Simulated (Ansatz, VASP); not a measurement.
One calculation of NbRu3C, two programs

```
CELL_PARAMETERS angstrom
4.03785 0.00000 0.00000
0.00000 4.03785 0.00000
0.00000 0.00000 4.03785
ATOMIC_POSITIONS crystal
Nb 0.00000 0.00000 0.00000
Ru 0.00000 0.50000 0.50000
Ru 0.50000 0.00000 0.50000
Ru 0.50000 0.50000 0.00000
C 0.50000 0.50000 0.50000
```

Alike in both runs: task single point; functional LDA; k mesh 6 × 6 × 6; no spin polarisation.

```csv
,VASP,Ansatz
version,VASP 6.6.1,Ansatz 0.2.0
potentials or method,"VASP PAW LDA potentials, release 64 (Nb_sv, Ru_pv, C), cutoff 520 eV","plane waves, PAW"
occupations,"fermi-dirac, width 0.1 eV",fermi-dirac
valence electrons in the cell,59,65
```

|  | VASP | Ansatz | Ansatz less VASP |
| --- | --- | --- | --- |
| pressure (GPa) | -10.9 | -11.5 | -0.59 |

LDA's correlation is that of Perdew and Zunger in VASP and of Perdew and Wang (1992) in Ansatz. VASP's potentials hold 59 valence electrons a cell and Ansatz's 65, so a difference there can come from the potentials and not from the codes.
